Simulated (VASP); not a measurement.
Input of a VASP 6.6.1 run:

Contents of INCAR:

```
ALGO     = Fast           # electronic algorithm
EDIFF    = 1E-7           # SCF threshold, eV
EDIFFG   = -0.001         # ionic threshold
ENCUT    = 600            # plane-wave cutoff, eV
GGA      = CA             # functional
IBRION   = 2              # ionic algorithm
ISIF     = 3              # what is computed and relaxed
ISMEAR   = -1             # smearing method
LASPH    = True           # aspherical terms in the spheres
LCHARG   = False          # write CHGCAR
LREAL    = False          # projectors in reciprocal space
LWAVE    = False          # write WAVECAR
NELM     = 80             # most SCF steps
NSW      = 80             # ionic steps
PREC     = Accurate       # precision mode
SIGMA    = 0.15           # smearing width, eV
```

The input KPOINTS:

```
k-points
0
Gamma
  10 10 8
```

POSCAR

```
Ga
1.0
    2.2287015239     -3.7370395939      0.0000000000
    2.2287015239      3.7370395939      0.0000000000
    0.0000000000      0.0000000000      4.4140794520
Ga
4
Direct
    0.6560834326      0.3439165674      0.4145390805
    0.8439165674      0.1560834326      0.9145390805
    0.3439165674      0.6560834326      0.5854609195
    0.1560834326      0.8439165674      0.0854609195
```

Potentials or basis: VASP PAW LDA potentials, release 64 (Ga_d).

Launch:

```bash
$ cat potpaw_LDA.64/Ga_d/POTCAR > POTCAR
$ mpirun -np 1 vasp_std > vasp.out
```

(1) Predict the relaxed volume.

(2) What does it give for the relaxed cell?

## Answers

(1) 18.44 Å³/atom.

(2) a = 4.354 Å, b = 4.354 Å, c = 4.422 Å, α = 90.00°, β = 90.00°, γ = 118.35°.
